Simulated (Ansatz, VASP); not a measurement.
## Cs in VASP and in Ansatz

The input INCAR:

```
SYSTEM = Cs
  PREC = Accurate
  ENCUT = 520
  EDIFF = 1E-7
  ISMEAR = -1
  SIGMA = 0.08
  LREAL = .False.
  LASPH = .True.
  NELM = 80
  ALGO = Normal
  ISIF = 2
  LWAVE = .False.
  LCHARG = .False.
  NBANDS = 16
```

File KPOINTS:

```
regular mesh
0
Gamma
  7 7 7
  0 0 0
```

The input POSCAR:

```
Cs
1.0
    0.0000000000      4.2593055082      4.2593055082
    4.2593055082      0.0000000000      4.2593055082
    4.2593055082      4.2593055082      0.0000000000
Cs
2
Direct
   -0.1250000000     -0.1250000000     -0.1250000000
    0.1250000000      0.1250000000      0.1250000000
```

Input for Ansatz:

```yaml
crystal:
  lattice:
    - [0.0, 4.2593055082, 4.2593055082]
    - [4.2593055082, 0.0, 4.2593055082]
    - [4.2593055082, 4.2593055082, 0.0]
  atoms:
    - { symbol: Cs, position: [-0.125, -0.125, -0.125] }
    - { symbol: Cs, position: [0.125, 0.125, 0.125] }
kpoints:
  mp_grid: { grid: [7, 7, 7] }
scf:
  occupations: { method: fermi_dirac, width: 0.08 }
hamiltonian:
  xc: lda
  pseudopotentials: { kind: all_electron, lapw: { basis_error: 0.001 } }
output:
  forces: true
  stress: true
  eigenvalues: true
  populations: true
```

Change from the starting cell: volume scaled by 0.5, LAPW.

Alike in both runs: task single point; functional LDA; k mesh 7 × 7 × 7; occupations fermi-dirac, width 0.08 eV; no spin polarisation.

|  | VASP | Ansatz |
| --- | --- | --- |
| version | VASP 6.6.1 | Ansatz 0.2.0 |
| potentials or method | VASP PAW LDA potentials, release 64 (Cs_sv), cutoff 520 eV | all-electron LAPW, scalar-relativistic |

|  | VASP | Ansatz | Ansatz less VASP |
| --- | --- | --- | --- |
| pressure (GPa) | 0.8 | 0.8 | +0.01 |

LDA's correlation is that of Perdew and Zunger in VASP and of Perdew and Wang (1992) in Ansatz. Ansatz ran all-electron here, and VASP with PAW potentials.

Spin-orbit coupling is off throughout.
